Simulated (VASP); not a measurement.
Here is a VASP 6.6.1 calculation.

Contents of INCAR:

```
SYSTEM = ZnRuC6N6
PREC = Accurate
ENCUT = 520
EDIFF = 1E-6
ISMEAR = 0
SIGMA = 0.1
LREAL = .FALSE.
LASPH = .TRUE.
NELM = 150
ALGO = Normal
ISIF = 2
LWAVE = .FALSE.
LCHARG = .TRUE.
ISPIN = 2
MAGMOM = 0 1 0 0 0 0 0 0 0 0 0 0 0 0
LORBIT = 11
LMAXMIX = 4
GGA = PE
LELF = .TRUE.
LVHAR = .TRUE.
NBANDS = 57
```

File KPOINTS:

```
Automatic mesh
0
G
  4 4 4
  0 0 0
```

POSCAR

```
ZnRuC6N6
1.0
    0.0000000000      5.0735000000      5.0735000000
    5.0735000000      0.0000000000      5.0735000000
    5.0735000000      5.0735000000      0.0000000000
Zn Ru C N
1 1 6 6
Direct
    0.5000000000      0.5000000000      0.5000000000
    0.0000000000      0.0000000000      0.0000000000
    0.8131467400      0.1868532600      0.1868532600
    0.1868532600      0.8131467400      0.1868532600
    0.1868532600      0.1868532600      0.8131467400
    0.1868532600      0.8131467400      0.8131467400
    0.8131467400      0.1868532600      0.8131467400
    0.8131467400      0.8131467400      0.1868532600
    0.6978417300      0.3021582700      0.3021582700
    0.3021582700      0.6978417300      0.3021582700
    0.3021582700      0.3021582700      0.6978417300
    0.3021582700      0.6978417300      0.6978417300
    0.6978417300      0.3021582700      0.6978417300
    0.6978417300      0.6978417300      0.3021582700
```

Potentials or basis: VASP PAW PBE potentials, release 64 (Zn, Ru_pv, C, N).

The run is started by

```bash
$ cat potpaw_PBE.64/Zn/POTCAR potpaw_PBE.64/Ru_pv/POTCAR potpaw_PBE.64/C/POTCAR potpaw_PBE.64/N/POTCAR > POTCAR
$ mpirun -np 1 vasp_std > vasp.out
```

**Question.** Estimate the largest force.

**Answer.** 2.590 eV/Å.

**Question.** What does it give for the net moment?

**Answer.** 1.99 μB per cell.

**Question.** What does it give for the pressure?

**Answer.** 11.6 GPa.

**Question.** Estimate the band gap on the k mesh.

**Answer.** Zero (filled and empty bands overlap).

Forces in eV/Å, atoms in the order of the input:
```
Zn   0.000  0.000  0.000
Ru   0.000  0.000  0.000
C    2.590  0.000  0.000
C    0.000  2.590  0.000
C    0.000  0.000  2.590
C   -2.590  0.000  0.000
C    0.000 -2.590  0.000
C    0.000  0.000 -2.590
N   -0.539  0.000  0.000
N    0.000 -0.539  0.000
N    0.000  0.000 -0.539
N    0.539  0.000  0.000
N    0.000  0.539  0.000
N    0.000  0.000  0.539
```

Caveat: the cell stands under pressure; forces of over 1 eV/Å act on the atoms, so gaps and moduli don't describe the material at rest.
